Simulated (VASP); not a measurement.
# BaF2 (Frankdicksonite): single point with r2SCAN

BaF2 (Frankdicksonite):

```
CELL_PARAMETERS angstrom
0.00000 3.09736 3.09736
3.09736 0.00000 3.09736
3.09736 3.09736 0.00000
ATOMIC_POSITIONS crystal
Ba 0.00000 0.00000 0.00000
F 0.25000 0.25000 0.25000
F 0.75000 0.75000 0.75000
```

| Item | Value |
| --- | --- |
| Program | VASP 6.6.1 |
| Task | single point |
| Functional | r2SCAN |
| Potentials or basis | VASP PAW PBE potentials, release 64 (Ba_sv, F) |
| Cutoff | 660 eV |
| k mesh | 6 × 6 × 6 |
| Occupations | gaussian, width 0.02 eV |
| Spin | no spin polarisation |

- Pressure: 0.9 GPa
- Band gap on the k mesh: 7.36 eV, indirect (least direct gap 7.43 eV)

Levels at points of the mesh, in eV from the valence-band top:
| k point | band 8 | band 9 | band 10 | band 11 | band 12 | band 13 | band 14 | band 15 | band 16 | band 17 |
| --- | --- | --- | --- | --- | --- | --- | --- | --- | --- | --- |
| (0.00, 0.00, 0.00) | -1.47 | -1.47 | -0.07 | -0.07 | -0.07 | 7.36 | 9.93 | 9.93 | 12.30 | 12.30 |
| (0.50, 0.00, 0.00) | -1.07 | -0.64 | -0.34 | -0.15 | -0.15 | 9.87 | 9.87 | 9.97 | 10.14 | 12.50 |
| (0.50, 0.50, 0.00) | -0.35 | -0.35 | -0.30 | -0.30 | -0.12 | 7.71 | 9.87 | 11.42 | 12.88 | 12.88 |

Run time: 79 s on 1 thread of Intel(R) Xeon(R) Platinum 8488C (Sapphire Rapids), on a shared host, peak memory 0.26 GiB.

Caveat: the PAW data sets were made with another functional, which shifts forces and pressure a little; spin-orbit coupling is left out, which moves the levels of the heavy elements. A k mesh can miss the band edges.
